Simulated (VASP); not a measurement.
ZnH4O3: single point with PBE

Crystal: ZnH4O3.

```
Zn H O
1.0
     2.58574    0.00000    0.00000
    -1.29287    2.23931    0.00000
     0.00000    0.00000   11.34951
Zn H O
1 4 3
Cartesian
  1.2929 0.7464 0.0000
  0.0000 0.0000 1.7723
  0.0000 0.0000 6.1895
  0.0000 0.0000 5.1600
  0.0000 0.0000 9.5772
  1.2929 0.7464 5.6748
  0.0000 1.4929 1.5143
  0.0000 1.4929 9.8352
```

The cell was built from a structure type or drawn by symmetry, and may not be a known phase.

- Program: VASP 6.6.1
- Task: single point
- Functional: PBE
- Potentials or basis: VASP PAW PBE potentials, release 64 (Zn, H, O)
- Cutoff: 520 eV
- k mesh: 18 × 18 × 4
- Occupations: gaussian, width 0.02 eV
- Spin: no spin polarisation

```
Pressure               : 0.4 GPa
Largest force          : 0.081 eV/Å
Band gap on the k mesh : 0.49 eV
```

Forces in eV/Å, atoms in the order of the input:
```
Zn   0.000  0.000  0.000
H    0.000  0.000  0.019
H    0.000  0.000  0.001
H    0.000  0.000 -0.001
H    0.000  0.000 -0.019
O    0.000  0.000  0.000
O    0.000  0.000  0.081
O    0.000  0.000 -0.081
```

Stress tensor (GPa, compression positive):
```
0.25 0.00 0.00
0.00 0.25 0.00
0.00 0.00 0.59
```

Levels at points of the mesh, in eV from the valence-band top:
| k point | band 14 | band 15 | band 16 | band 17 | band 18 | band 19 | band 20 | band 21 |
| --- | --- | --- | --- | --- | --- | --- | --- | --- |
| (0.00, 0.00, 0.00) | -0.85 | -0.85 | 0.00 | 0.00 | 0.49 | 0.99 | 3.65 | 6.17 |
| (0.50, 0.00, 0.00) | -1.75 | -1.54 | -1.46 | -1.07 | 3.01 | 4.66 | 5.00 | 5.67 |
| (0.00, 0.00, 0.50) | -0.85 | -0.85 | 0.00 | 0.00 | 0.73 | 0.76 | 3.65 | 6.15 |
| (0.50, 0.00, 0.50) | -1.75 | -1.54 | -1.46 | -1.07 | 3.01 | 4.64 | 4.99 | 5.91 |

It took 2.1 min on 1 thread of AMD EPYC 9R45 96-Core Processor (Zen 5), on a shared host, peak memory 0.27 GiB.

A k mesh can miss the band edges.
